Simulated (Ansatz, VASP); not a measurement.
# One calculation of Ti, two programs

```
Ti
1.0
    -1.66259    1.66259    1.66259
     1.66259   -1.66259    1.66259
     1.66259    1.66259   -1.66259
Ti
1
Direct
  0.00000 0.00000 0.00000
```

Alike in both runs: task single point; functional HSE06; k mesh 8 × 8 × 8; occupations fermi-dirac, width 0.05 eV; no spin polarisation.

```csv
,VASP,Ansatz
version,VASP 6.6.1,Ansatz 0.2.0
potentials or method,"VASP PAW PBE potentials, release 64 (Ti_sv)",Ansatz PAW
plane-wave cutoff (eV),520,420
valence electrons in the cell,12,12
```

Ansatz gave:

```
gap on the k mesh at the Fermi level (eV) : none
pressure (GPa)                            : -6.8
```

Problem. Which values does VASP return?

Solution. gap on the k mesh at the Fermi level (eV): none; pressure (GPa): -7.3.

A gap of «none» marks a metal or a gap that the smearing closes. With one functional, cell and mesh, what is left measures potentials, basis and numerics.
